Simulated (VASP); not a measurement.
# Ca3Zr2N (P4/mmm) in VASP: further runs

The runs below take Ca3Zr2N through single point, relaxation of cell and atoms, with PBE.

All numbers are computed with VASP 6.6.1; they aren't measurements. Logs are shortened: lines on timing, memory, paths and dates and some standing lists are left out, and cuts for length are marked.

### Step 1. The cell of the first run

Symmetry: P4/mmm, No. 123, tetragonal system. The conventional cell has a = 6.369 Å, b = 6.369 Å, c = 4.609 Å, α = 90.00°, β = 90.00°, γ = 90.00°. Within 3.0 Å of Ca (site symmetry 4/mmm) lie 2 Zr at 2.30 Å. Within 4.2 Å of Ca (site symmetry mmm) lie 4 Zr at 3.18 Å and 4 Ca at 3.93 Å and 4 N at 3.93 Å. Within 3.0 Å of Zr (site symmetry 4/mmm) lie 2 Ca at 2.30 Å. Zr (site symmetry 4/mmm) has 2 N at 2.30 Å within 3.0 Å. Within 3.0 Å of N (site symmetry 4/mmm) lie 2 Zr at 2.30 Å.

The cell was generated, and may not be a known phase.

### Step 2. Single point, PBE

The input, INCAR:

```
  PREC = Accurate
  ENCUT = 520
  EDIFF = 1E-7
  ISMEAR = 0
  SIGMA = 0.1
  LREAL = False
  LASPH = True
  NELM = 60
  ALGO = Normal
  ISIF = 2
  LWAVE = False
  LCHARG = False
  GGA = PE
  NBANDS = 38
```

The input, KPOINTS:

```
Automatic mesh
0
Gamma
  4 4 4
```

The input, POSCAR:

```
Ca3Zr2N
1.0
    6.3687108248      0.0000000000      0.0000000000
    0.0000000000      6.3687108248      0.0000000000
    0.0000000000      0.0000000000      4.6092722999
Ca Zr N
3 2 1
Direct
    0.0000000000      0.0000000000      0.0000000000
    0.0000000000      0.5000000000      0.5000000000
    0.5000000000      0.0000000000      0.5000000000
    0.0000000000      0.0000000000      0.5000000000
    0.5000000000      0.5000000000      0.5000000000
    0.5000000000      0.5000000000      0.0000000000
```

Potentials or basis: VASP PAW PBE potentials, release 64 (Ca_sv, Zr_sv, N).

The run is started by

```sh
$ cat potpaw_PBE.64/Ca_sv/POTCAR potpaw_PBE.64/Zr_sv/POTCAR potpaw_PBE.64/N/POTCAR > POTCAR
$ mpirun -np 1 vasp_std > vasp.out
```

OUTCAR:

```text
PREC = Accurate
   ENCUT = 520
   EDIFF = 1E-7
   ISMEAR = 0
   LREAL = False
   LASPH = True
   NELM = 60
   ISIF = 2
   GGA = PE

 ion  position               nearest neighbor table
   1  0.000  0.000  0.000-   4 2.30   4 2.30
   2  0.000  0.500  0.500-   4 3.18   5 3.18   4 3.18   5 3.18
   3  0.500  0.000  0.500-   4 3.18   5 3.18   5 3.18   4 3.18
   4  0.000  0.000  0.500-   1 2.30   1 2.30   3 3.18   2 3.18   2 3.18   3 3.18
   5  0.500  0.500  0.500-   6 2.30   6 2.30   2 3.18   3 3.18   3 3.18   2 3.18
   6  0.500  0.500  0.000-   5 2.30   5 2.30

  LATTYP: Found a simple tetragonal cell.
 ALAT       =     6.3687108248
 C/A-ratio  =     0.7237370995

  Lattice vectors:

 A1 = (   6.3687108248,   0.0000000000,   0.0000000000)
 A2 = (   0.0000000000,   6.3687108248,   0.0000000000)
 A3 = (   0.0000000000,   0.0000000000,   4.6092722999)

Analysis of symmetry for initial positions (statically):
=====================================================================
 Subroutine PRICEL returns:
 Original cell was already a primitive cell.

 Routine SETGRP: Setting up the symmetry group for a
 simple tetragonal supercell.

 Subroutine GETGRP returns: Found 16 space group operations
 (whereof 16 operations were pure point group operations)
 out of a pool of 16 trial point group operations.

The static configuration has the point symmetry D_4h.

Analysis of symmetry for dynamics (positions and initial velocities):
=====================================================================
 Subroutine PRICEL returns:
 Original cell was already a primitive cell.

 Routine SETGRP: Setting up the symmetry group for a
 simple tetragonal supercell.

 Subroutine GETGRP returns: Found 16 space group operations
 (whereof 16 operations were pure point group operations)
 out of a pool of 16 trial point group operations.

The dynamic configuration has the point symmetry D_4h.

 Subroutine INISYM returns: Found 16 space group operations
 (whereof 16 operations are pure point group operations),
 and found     1 'primitive' translations

----------------------------------------------------------------------------------------

                                     Primitive cell

  volume of cell :     186.9543

[... 89 lines left out ...]
   EDIFF  = 0.1E-06   stopping-criterion for ELM
   LREAL  =      F    real-space projection
   EDIFFG = 0.1E-05   stopping-criterion for IOM
   NSW    =      0    number of steps for IOM
   IBRION =     -1    ionic relax: 0-MD 1-quasi-New 2-CG
   NFREE  =      0    steps in history (QN), initial steepest desc. (CG)
   ISIF   =      2    stress and relaxation
   ISYM   =      2    0-nonsym 1-usesym 2-fastsym
   POTIM  = 0.5000    time-step for ionic-motion
   TEBEG  =    0.0;   TEEND  =   0.0 temperature during run
   PSTRESS=    0.0 pullay stress
   NELECT =      59.0000    total number of electrons
   NUPDOWN=      -1.0000    fix difference up-down
   EMIN   =  10.00;   EMAX   =-10.00  energy-range for DOS
   EFERMI =   0.00;   METHOD = LEGACY
   ISMEAR =     0;   SIGMA  =   0.10  broadening in eV -4-tet -1-fermi 0-gaus
   EFERMI_NEDOS =   21; number of points for ismear=-14 and -15
   IALGO  =     38    algorithm
   IMIX   =      4    mixing-type and parameters
     AMIX     =   0.40;   BMIX     =  1.00
     AMIX_MAG =   1.60;   BMIX_MAG =  1.00
  volume/ion in A,a.u.               =      31.16       210.27
  Fermi-wavevector in a.u.,A,eV,Ry     =   1.114586  2.106263 16.902553  1.242303
  Thomas-Fermi vector in A             =   2.251183
   LORBIT       =      0    0 simple, 1 ext, 2 COOP (PROOUT), +10 PAW based schemes
   GGA     = PE    functional components
   LHFCALC =     F    Hartree Fock is set to
   AEXX    =    0.0000 exact exchange contribution
   IVDW    =     0    specifies the selected vdW correction
   LEPSILON=     F    determine dielectric tensor
   LRPA    =     F    only Hartree local field effects (RPA)
 non-spin polarized calculation
 Gauss-broadening in eV      SIGMA  =   0.10
  energy-cutoff  :      520.00
  volume of cell :      186.95
 maximum number of plane-waves:      5065
 NGX is ok and might be reduce to    48
   NGX = 23   NGY = 23   NGZ = 17

 number of electron      58.9999995 magnetization

 Free energy of the ion-electron system (eV)
  ---------------------------------------------------
  ext. energy  EPLUGINS =         0.00000000
  ---------------------------------------------------
  free energy    TOTEN  =       -23.21190097 eV

  energy without entropy =      -23.16491303  energy(sigma->0) =      -23.18840700

 E-fermi :   2.9761     XC(G=0):  -8.4501

 val. band max:        2.9596191124   @ k =   0.0000   0.0000   0.2500
 cond. band min:       2.9792455105   @ k =   0.5000   0.0000   0.2500
 fundamental gap:      0.0196263981
 Fermi energy:         2.9760806488

 k-point     1 :       0.0000    0.0000    0.0000
  band No.  band energies     occupation
      1     -46.3198      2.00000
      2     -45.3793      2.00000
      3     -38.4024      2.00000
      4     -38.4017      2.00000
      5     -37.1928      2.00000
      6     -24.6829      2.00000
[... 727 lines left out ...]
     37       5.1439      0.00000
     38       5.2712      0.00000

------------------------ aborting loop because EDIFF is reached ----------------------------------------

  FORCE on cell =-STRESS in cart. coord.  units (eV):
  Direction    XX          YY          ZZ          XY          YZ          ZX
  --------------------------------------------------------------------------------------
  -------------------------------------------------------------------------------------
  Total        0.3047918      0.3047918      0.6859308      0.0000000      0.0000000      0.0000000
  in kB        2.6120319      2.6120319      5.8783503      0.0000000      0.0000000      0.0000000
  external PRESSURE =       3.7008047 kB  Pullay stress =       0.0000000 kB

 VOLUME and BASIS-vectors are now :
 -----------------------------------------------------------------------------
  energy-cutoff  :      520.00
  volume of cell :      186.95
      direct lattice vectors                 reciprocal lattice vectors
     6.368710825  0.000000000  0.000000000     0.157017649  0.000000000  0.000000000
     0.000000000  6.368710825  0.000000000     0.000000000  0.157017649  0.000000000
     0.000000000  0.000000000  4.609272300     0.000000000  0.000000000  0.216953986

 POSITION                                       TOTAL-FORCE (eV/Angst)
 -----------------------------------------------------------------------------------
      0.00000      0.00000      0.00000         0.000000      0.000000      0.000000
      0.00000      3.18436      2.30464         0.000000      0.000000      0.000000
      3.18436      0.00000      2.30464         0.000000      0.000000      0.000000
      0.00000      0.00000      2.30464         0.000000      0.000000      0.000000
      3.18436      3.18436      2.30464         0.000000      0.000000      0.000000
      3.18436      3.18436      0.00000         0.000000      0.000000      0.000000
 -----------------------------------------------------------------------------------
    total drift:                                0.000000      0.000000     -0.000000

  FREE ENERGIE OF THE ION-ELECTRON SYSTEM (eV)
  ---------------------------------------------------
  free  energy   TOTEN  =       -23.2119009744 eV

  energy  without entropy=      -23.1649130271  energy(sigma->0) =      -23.18840700
```

OSZICAR:

```text
N       E                     dE             d eps       ncg     rms          rms(c)
DAV:   1     0.648562294323E+03    0.64856E+03   -0.29209E+04  1376   0.145E+03
DAV:   2     0.306158489290E+02   -0.61795E+03   -0.60486E+03  1470   0.439E+02
DAV:   3    -0.243692994675E+02   -0.54985E+02   -0.53649E+02  2290   0.101E+02
DAV:   4    -0.294977446698E+02   -0.51284E+01   -0.50456E+01  2184   0.275E+01
DAV:   5    -0.298539779377E+02   -0.35623E+00   -0.35533E+00  1988   0.606E+00    0.201E+01
DAV:   6    -0.298041374804E+02    0.49840E-01   -0.12010E+02  1848   0.238E+01    0.187E+01
DAV:   7    -0.237654112107E+02    0.60387E+01   -0.68418E+01  1778   0.161E+01    0.849E+00
DAV:   8    -0.234180813153E+02    0.34733E+00   -0.37522E+00  1902   0.543E+00    0.513E+00
DAV:   9    -0.232741942268E+02    0.14389E+00   -0.18233E+00  1908   0.415E+00    0.247E+00
DAV:  10    -0.232302127296E+02    0.43981E-01   -0.32628E-01  1978   0.170E+00    0.135E+00
DAV:  11    -0.232183942337E+02    0.11818E-01   -0.36995E-01  1744   0.136E+00    0.580E-01
DAV:  12    -0.232133414994E+02    0.50527E-02   -0.18883E-02  1872   0.404E-01    0.325E-01
DAV:  13    -0.232118615111E+02    0.14800E-02   -0.78029E-03  1852   0.240E-01    0.828E-02
DAV:  14    -0.232118922246E+02   -0.30713E-04   -0.11209E-03  1898   0.915E-02    0.317E-02
DAV:  15    -0.232119029102E+02   -0.10686E-04   -0.53015E-05  1996   0.284E-02    0.165E-02
DAV:  16    -0.232119010750E+02    0.18352E-05   -0.25303E-05  1856   0.142E-02    0.499E-03
DAV:  17    -0.232119010327E+02    0.42267E-07   -0.11925E-06  1768   0.452E-03    0.236E-03
DAV:  18    -0.232119009744E+02    0.58310E-07   -0.15396E-07  1256   0.184E-03
   1 F= -.23211901E+02 E0= -.23188407E+02  d E =-.469879E-01
```

Run time: 4.1 min. Hardware: 1 thread of Oxide Virtual Turin-like, shared host; peak memory 0.3 GiB.

What came out:

| Property | Result |
| --- | --- |
| Free energy | -23.2119 eV |
| Pressure | 0.4 GPa |
| Band gap on the k mesh | zero (an odd number of electrons rules out a gap without spin polarisation) |

Levels at points of the mesh, in eV from the Fermi level:
```csv
k point,band 26,band 27,band 28,band 29,band 30,band 31,band 32,band 33
"(0.00, 0.00, 0.00)",-1.15,-1.15,-0.98,-0.75,-0.28,-0.07,-0.05,1.09
"(0.50, 0.00, 0.00)",-1.05,-0.67,-0.58,-0.42,-0.26,0.14,0.22,0.33
"(0.50, 0.50, 0.00)",-0.98,-0.98,-0.79,-0.24,0.36,0.36,0.60,0.72
"(0.00, 0.00, 0.50)",-0.88,-0.39,-0.30,0.09,0.17,0.17,0.20,1.13
"(0.50, 0.00, 0.50)",-1.34,-0.22,-0.05,0.03,0.08,0.44,0.53,0.69
"(0.50, 0.50, 0.50)",-0.65,-0.34,-0.34,0.05,0.48,0.48,0.82,1.12
```

[end of part 1 of 2]

The gap in the log of VASP goes by the Fermi energy; the results here count the filled bands.